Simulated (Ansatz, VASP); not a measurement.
# One calculation of Lu, two programs

```
Lu
1.0
     3.49884    0.00000    0.00000
    -1.74942    3.03008    0.00000
     0.00000    0.00000    5.47743
Lu
2
Cartesian
  0.0000 2.0201 1.3694
  1.7494 1.0100 4.1081
```

Alike in both runs: task single point; functional PBE; k mesh 7 × 7 × 4; no spin polarisation.

|  | VASP | Ansatz |
| --- | --- | --- |
| version | VASP 6.6.1 | Ansatz 0.2.0 |
| potentials or method | VASP PAW PBE potentials, release 64 (Lu) | plane waves, PAW |
| plane-wave cutoff (eV) | 520 | 420 |
| occupations | fermi-dirac, width 0.1 eV | fermi-dirac |
| valence electrons in the cell | 50 | 50 |

|  | VASP | Ansatz | Ansatz less VASP |
| --- | --- | --- | --- |
| pressure (GPa) | 0.5 | 0.1 | -0.34 |
| traceless stress, the component that is largest in VASP (GPa) | -0.19 | -0.19 | -0.004 |

Ansatz's warnings: structure snapped to symmetry.

Spin-orbit coupling is off throughout.
